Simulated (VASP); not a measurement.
Input of a VASP 6.6.1 run:

The input INCAR:

```
SYSTEM = Ga2Te2S
PREC = Accurate
ENCUT = 520
EDIFF = 1E-7
ISMEAR = 0
SIGMA = 0.1
LREAL = .False.
LASPH = .True.
NELM = 100
ALGO = Normal
ISIF = 2
LWAVE = .False.
LCHARG = .False.
GGA = PE
NBANDS = 30
```

File KPOINTS:

```
regular mesh
0
Gamma
  6 6 6
  0 0 0
```

Contents of POSCAR:

```
Ga2Te2S
1.0
   -2.8615019520      2.8615019520      3.7493688429
    2.8615019520     -2.8615019520      3.7493688429
    2.8615019520      2.8615019520     -3.7493688429
Ga Te S
2 2 1
Direct
    0.6772109133      0.6772109133      0.0000000000
    0.3227890867      0.3227890867      0.0000000000
    0.7500000000      0.2500000000      0.5000000000
    0.2500000000      0.7500000000      0.5000000000
    0.0000000000      0.0000000000      0.0000000000
```

Potentials or basis: VASP PAW PBE potentials, release 64 (Ga_d, Te, S).

Command:

```console
$ cat potpaw_PBE.64/Ga_d/POTCAR potpaw_PBE.64/Te/POTCAR potpaw_PBE.64/S/POTCAR > POTCAR
$ mpirun -np 1 vasp_std > vasp.out
```

**Question.** What does it give for the largest force?

**Answer.** 0.034 eV/Å.

**Question.** Estimate the pressure.

**Answer.** -0.2 GPa.

**Question.** Estimate the band gap on the k mesh.

**Answer.** Zero (bands 22 and 23 overlap by 1.51 eV).

Stress tensor (GPa, compression positive):
```
-0.13  0.00  0.00
 0.00 -0.13  0.00
 0.00  0.00 -0.24
```

Caveat: spin-orbit coupling is left out, which moves the levels of the heavy elements.
